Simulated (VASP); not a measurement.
# Rh: single point with LDA

The system is Rh.

```
Rh
1.0
     2.63070    0.00000    0.00000
    -1.31535    2.27825    0.00000
     0.00000    0.00000    8.66688
Rh
4
Direct
  0.00000 0.00000 0.00000
  0.33333 0.66667 0.25000
  0.00000 0.00000 0.50000
  0.66667 0.33333 0.75000
```

This isn't the form of Rh at room conditions, which is fcc.

- Program: VASP 6.6.1
- Task: single point
- Functional: LDA
- Potentials or basis: VASP PAW LDA potentials, release 64 (Rh_pv)
- Cutoff: 520 eV
- k mesh: 18 × 18 × 6
- Occupations: gaussian, width 0.15 eV
- Spin: no spin polarisation

* Pressure: 7.6 GPa
* Band gap on the k mesh: zero (bands 30 and 31 overlap by 2.22 eV)

Stress tensor (GPa, compression positive):
```
8.97 0.00 0.00
0.00 8.97 0.00
0.00 0.00 4.75
```

Levels at points of the mesh, in eV from the Fermi level:
| k point | band 28 | band 29 | band 30 | band 31 | band 32 | band 33 |
| --- | --- | --- | --- | --- | --- | --- |
| (0.00, 0.00, 0.00) | -1.55 | -1.55 | -0.91 | -0.91 | -0.38 | -0.38 |
| (0.50, 0.00, 0.00) | 0.66 | 0.78 | 0.92 | 0.95 | 0.95 | 1.20 |
| (0.00, 0.00, 0.50) | -1.35 | -1.23 | -1.23 | -1.23 | -1.23 | 0.09 |
| (0.50, 0.00, 0.50) | -0.13 | 0.70 | 0.70 | 0.93 | 0.93 | 3.03 |

Run time: 3.3 min on 1 thread of Intel(R) Xeon(R) Platinum 8488C (Sapphire Rapids) (shared host), peak memory 0.29 GiB.

Caveat: the cell stands under pressure.
